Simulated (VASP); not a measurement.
# CdSe: single point with PBE

Crystal: CdSe.

```
Cd Se
1.0
     0.08181    3.14959    3.14959
     3.14959    0.08181    3.14959
     3.14959    3.14959    0.08181
Cd Se
1 1
Direct
  0.00230 0.00230 0.00230
  0.24770 0.24770 0.24770
```

This cell differs from its parent crystal: strain along [111] +4.0%.

* Program: VASP 6.6.1
* Task: single point
* Functional: PBE
* Potentials or basis: VASP PAW PBE potentials, release 64 (Cd, Se)
* Cutoff: 500 eV
* k mesh: 4 × 4 × 4
* Occupations: gaussian, width 0.01 eV
* Spin: no spin polarisation
* Dipole correction: no
* Further INCAR settings: ALGO = Normal; EDIFF = 1e-06; NBANDS = 16

The pressure is -0.1 GPa and the band gap on the k mesh is 0.39 eV, direct.

Forces on the atoms (eV/Å):
```
Cd   0.001  0.001  0.001
Se  -0.001 -0.001 -0.001
```

Stress tensor (GPa, compression positive):
```
-0.06 -0.59 -0.59
-0.59 -0.06 -0.59
-0.59 -0.59 -0.06
```

Levels at points of the mesh, in eV from the valence-band top:
```csv
k point,band 5,band 6,band 7,band 8,band 9,band 10,band 11,band 12,band 13,band 14
"(0.00, 0.00, 0.00)",-7.52,-7.52,-0.18,0.00,0.00,0.39,5.61,5.99,5.99,9.46
"(0.50, 0.00, 0.00)",-7.49,-7.26,-4.06,-0.82,-0.68,2.15,6.25,6.31,7.20,9.78
"(0.50, 0.50, 0.00)",-7.47,-7.21,-3.86,-1.79,-1.60,3.11,3.68,8.68,9.74,9.82
"(0.50, 0.50, 0.50)",-7.50,-7.30,-4.17,-0.62,-0.62,2.45,6.53,6.53,7.01,9.90
```

Run time: 8.5 s on 1 thread of AMD EPYC 7R13 Processor (Zen 3) (shared host), peak memory 0.15 GiB.

Caveat: the k points lie up to 0.44 Å⁻¹ apart; the cell differs from its parent crystal (strain along [111] +4.0%).
